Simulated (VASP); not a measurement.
Set up this calculation in VASP 6.6.1, as the native input.

```yaml
Task: single point
Functional: PBE
Potentials_or_basis: VASP PAW PBE potentials, release 64 (Cd, S)
Cutoff: 520 eV
k_mesh: 8 × 8 × 8
Occupations: gaussian, width 0.05 eV
Spin: no spin polarisation
Dipole_correction: no
Further_INCAR_settings: ALGO = Normal; EDIFF = 1e-07; NBANDS = 16
```

The structure of CdS lies in POSCAR:

```
CdS
1.0
    0.0000000000      3.0264000000      2.9100000000
    3.0264000000      0.0000000000      2.9100000000
    3.0264000000      3.0264000000      0.0000000000
Cd S
1 1
Direct
    0.0000000000      0.0000000000      0.0000000000
    0.7500000000      0.7500000000      0.7500000000
```

This cell differs from its parent crystal: strain +0.040 along x and y, +0.000 along z.

The input as run:

INCAR

```
SYSTEM = CdS
PREC = Accurate ; ENCUT = 520
EDIFF = 1E-7 ; ISMEAR = 0
SIGMA = 0.05 ; LREAL = .False.
LASPH = .True. ; NELM = 100
ALGO = Normal ; ISIF = 2
LWAVE = .False. ; LCHARG = .True.
GGA = PE ; LELF = .True.
LVHAR = .True. ; NBANDS = 16
```

KPOINTS

```
regular mesh
0
Gamma
  8 8 8
  0 0 0
```

Potentials or basis: VASP PAW PBE potentials, release 64 (Cd, S).

The run is started by

```sh
$ cat potpaw_PBE.64/Cd/POTCAR potpaw_PBE.64/S/POTCAR > POTCAR
$ mpirun -np 1 vasp_std > vasp.out
```

Results of the run:

The pressure is -1.0 GPa and the band gap on the k mesh is 0.92 eV, direct.

Caveat: the cell differs from its parent crystal (strain +0.040 along x and y, +0.000 along z).

Wall time 36 s on 1 thread of Intel Xeon 6975P-C (shared host), peak memory 0.2 GiB.
